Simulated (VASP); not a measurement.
Wanted: the native input for a VASP 6.6.1 run.

```yaml
Task: single point
Functional: r2SCAN
Potentials_or_basis: VASP PAW PBE potentials, release 64 (Sr_sv, Ti_sv, O)
Cutoff: 520 eV
k_mesh: 8 × 8 × 8
Occupations: gaussian, width 0.02 eV
Spin: collinear spin
Starting_moments: "[0.0, 1.0, 0.0, 0.0, 0.0] μB"
Dipole_correction: no
Further_INCAR_settings: ALGO = Normal; EDIFF = 1e-06; NBANDS = 32
```

Crystal: SrTiO3.

```
CELL_PARAMETERS angstrom
3.93640 0.00000 0.00000
0.00000 3.93640 0.00000
0.00000 0.00000 3.93640
ATOMIC_POSITIONS crystal
Sr 0.50000 0.50000 0.50000
Ti 0.00000 0.00000 0.00000
O 0.50000 0.00000 0.00000
O 0.00000 0.50000 0.00000
O 0.00000 0.00000 0.50000
```

These files were run (other wordings do the same):

POSCAR

```
SrTiO3
1.0
    3.9364041186      0.0000000000      0.0000000000
    0.0000000000      3.9364041186      0.0000000000
    0.0000000000      0.0000000000      3.9364041186
Sr Ti O
1 1 3
Direct
    0.5000000000      0.5000000000      0.5000000000
    0.0000000000      0.0000000000      0.0000000000
    0.5000000000      0.0000000000      0.0000000000
    0.0000000000      0.5000000000      0.0000000000
    0.0000000000      0.0000000000      0.5000000000
```

INCAR.step1

```
SYSTEM = SrTiO3
ALGO     = Normal         ! electronic algorithm
EDIFF    = 1E-4           ! SCF threshold, eV
ENCUT    = 520            ! plane-wave cutoff, eV
GGA      = PE             ! functional
ISMEAR   = 0              ! smearing method
ISPIN    = 2              ! spin polarisation
LASPH    = .True.         ! aspherical terms in the spheres
LCHARG   = .False.        ! write CHGCAR
LMAXMIX  = 4              ! l up to which the mixer works
LREAL    = .False.        ! projectors in reciprocal space
LWAVE    = .True.         ! write WAVECAR
MAGMOM   = 0 1 0 0 0      ! initial moments
NBANDS   = 32             ! bands
NELM     = 150            ! most SCF steps
PREC     = Accurate       ! precision mode
SIGMA    = 0.02           ! smearing width, eV
```

INCAR.step2

```
SYSTEM = SrTiO3
ALGO     = Normal         ! electronic algorithm
EDIFF    = 1E-6           ! SCF threshold, eV
ENCUT    = 520            ! plane-wave cutoff, eV
ISIF     = 2              ! what is computed and relaxed
ISMEAR   = 0              ! smearing method
ISPIN    = 2              ! spin polarisation
ISTART   = 1            
LASPH    = .True.         ! aspherical terms in the spheres
LCHARG   = .False.        ! write CHGCAR
LMAXMIX  = 4              ! l up to which the mixer works
LMIXTAU  = .True.       
LORBIT   = 11             ! projections on sites
LREAL    = .False.        ! projectors in reciprocal space
LWAVE    = .False.        ! write WAVECAR
MAGMOM   = 0 1 0 0 0      ! initial moments
METAGGA  = R2SCAN         ! meta-GGA
NBANDS   = 32             ! bands
NELM     = 150            ! most SCF steps
PREC     = Accurate       ! precision mode
SIGMA    = 0.02           ! smearing width, eV
```

KPOINTS

```
k-points
0
Gamma
  8 8 8
  0 0 0
```

Potentials or basis: VASP PAW PBE potentials, release 64 (Sr_sv, Ti_sv, O).

Command:

```console
$ cat potpaw_PBE.64/Sr_sv/POTCAR potpaw_PBE.64/Ti_sv/POTCAR potpaw_PBE.64/O/POTCAR > POTCAR
$ cp INCAR.step1 INCAR
$ mpirun -np 1 vasp_std > vasp.out
$ cp INCAR.step2 INCAR
$ mpirun -np 1 vasp_std > vasp.out
```

It gave:

```json
{
  "Pressure": "-3.2 GPa",
  "Band gap on the k mesh": "2.22 eV (least direct gap 2.62 eV)",
  "Net moment": "0.00 μB per cell",
  "Valence electrons inside the program's atomic spheres": "Sr 8.05; Ti 10.18; O 5.08"
}
```

Caveat: the cell stands under tension; the PAW data sets were made with another functional, which shifts forces and pressure a little.

Run time: 8.2 min on 1 thread of Intel Xeon 8259CL, on a shared host, peak memory 0.27 GiB.
